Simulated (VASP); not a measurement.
Here is a VASP 6.6.1 calculation.

POSCAR

```
MnO
1.0
    0.0000000000      2.2239077028      2.2239077028
    2.2239077028      0.0000000000      2.2239077028
    2.2239077028      2.2239077028      0.0000000000
Mn O
1 1
Direct
    0.0000000000      0.0000000000      0.0000000000
    0.5000000000      0.5000000000      0.5000000000
```

Contents of INCAR.step1:

```
SYSTEM = MnO
ALGO = Normal
EDIFF = 1E-4
ENCUT = 520
GGA = PE
ISMEAR = -1
ISPIN = 2
LASPH = .TRUE.
LCHARG = .FALSE.
LDAU = .TRUE.
LDAUJ = 0 0
LDAUL = 2 -1
LDAUTYPE = 2
LDAUU = 1 0
LMAXMIX = 4
LREAL = .FALSE.
LWAVE = .TRUE.
MAGMOM = 4 0
NBANDS = 20
NELM = 150
PREC = Accurate
SIGMA = 0.05
```

File INCAR.step2:

```
SYSTEM = MnO
ALGO = Normal
EDIFF = 1E-6
ENCUT = 520
ISIF = 2
ISMEAR = -1
ISPIN = 2
ISTART = 1
LASPH = .TRUE.
LCHARG = .FALSE.
LDAU = .TRUE.
LDAUJ = 0 0
LDAUL = 2 -1
LDAUPRINT = 1
LDAUTYPE = 2
LDAUU = 1 0
LMAXMIX = 4
LMIXTAU = .TRUE.
LORBIT = 11
LREAL = .FALSE.
LWAVE = .FALSE.
MAGMOM = 4 0
METAGGA = R2SCAN
NBANDS = 20
NELM = 150
PREC = Accurate
SIGMA = 0.05
```

KPOINTS

```
k-points
0
G
  10 10 10
  0 0 0
```

Potentials or basis: VASP PAW PBE potentials, release 64 (Mn_pv, O).

Launch:

```sh
$ cat potpaw_PBE.64/Mn_pv/POTCAR potpaw_PBE.64/O/POTCAR > POTCAR
$ cp INCAR.step1 INCAR
$ mpirun -np 1 vasp_std > vasp.out
$ cp INCAR.step2 INCAR
$ mpirun -np 1 vasp_std > vasp.out
```

Question: What does it give for the net moment?

Answer: 5.00 μB per cell.

Question: What does it give for the site moments?

Answer: Mn +4.58; O +0.21 μB.

Eigenvalues of the final occupation matrices:
```
    site  spin  trace               eigenvalues
site 1 d     1   4.76  0.94 0.94 0.94 0.97 0.97
site 1 d     2   0.22  0.02 0.02 0.02 0.08 0.08
```

Caveat: a cell with one magnetic atom can't hold antiferromagnetic order, which such compounds often take. The state reached can hang on the start; a lower one may exist.
